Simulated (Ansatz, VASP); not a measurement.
AlN in VASP and in Ansatz

```
CELL_PARAMETERS angstrom
3.13021 0.00000 0.00000
0.00000 5.01804 0.00000
0.00000 0.00000 26.74697
ATOMIC_POSITIONS crystal
Al 0.00000 0.97499 0.29031
Al 0.50000 0.50790 0.31103
Al 0.50000 0.99917 0.38329
Al 0.00000 0.50404 0.41494
Al 0.00000 0.00163 0.48349
Al 0.50000 0.50163 0.51651
Al 0.50000 0.00404 0.58506
Al 0.00000 0.49917 0.61671
Al 0.00000 0.00790 0.68897
Al 0.50000 0.47499 0.70969
N 0.00000 0.62428 0.28205
N 0.50000 0.12618 0.31391
N 0.50000 0.62022 0.38184
N 0.00000 0.12119 0.41561
N 0.00000 0.62040 0.48309
N 0.50000 0.12040 0.51691
N 0.50000 0.62119 0.58439
N 0.00000 0.12022 0.61816
N 0.00000 0.62618 0.68609
N 0.50000 0.12428 0.71795
```

Alike in both runs: functional PBE; k mesh 9 × 6 × 1; occupations gaussian, width 0.05 eV; no spin polarisation.

Ansatz relaxed the structure, and its values are those at the end. VASP's run is a single point on that final structure, the one shown.

|  | VASP | Ansatz |
| --- | --- | --- |
| version | VASP 6.6.1 | Ansatz 0.2.0 |
| potentials or method | VASP PAW PBE potentials, release 64 (Al, N), cutoff 520 eV | scalar-relativistic, plane waves, PAW |
| valence electrons in the cell | 80 | 80 |

```csv
,VASP,Ansatz,Ansatz less VASP
gap on the k mesh at the Fermi level (eV),2.68,2.69,+0.005
least direct gap on the mesh (eV),2.79,2.80,+0.005
rms of the force components (eV/Å),0.007,0.004,-0.0028
```
